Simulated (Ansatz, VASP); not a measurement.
## Two plane-wave programs on Pd

```
Pd
1.0
     0.00000    1.95365    1.95365
     1.95365    0.00000    1.95365
     1.95365    1.95365    0.00000
Pd
1
Cartesian
  0.0000 0.0000 0.0000
```

Alike in both runs: functional r2SCAN; k mesh 18 × 18 × 18; occupations gaussian, width 0.1 eV; no spin polarisation.

Ansatz relaxed the structure, and its values are those at the end. VASP's run is a single point on that final structure, the one shown.

|  | VASP | Ansatz |
| --- | --- | --- |
| version | VASP 6.6.1 | Ansatz 0.2.0 |
| potentials or method | VASP PAW PBE potentials, release 64 (Pd), cutoff 550 eV | scalar-relativistic, plane waves, PAW |
| valence electrons in the cell | 10 | 18 |

Ansatz gave:

```
gap on the k mesh at the Fermi level (eV) : none
pressure (GPa)                            : 0.0
```

Q: Estimate VASP's values.

A: gap on the k mesh at the Fermi level (eV): none; pressure (GPa): 0.6.

VASP's potentials were made for PBE, not for r2SCAN. A gap of «none» marks a metal or a gap that the smearing closes. VASP's potentials hold 10 valence electrons a cell and Ansatz's 18, so a difference there can come from the potentials and not from the codes.
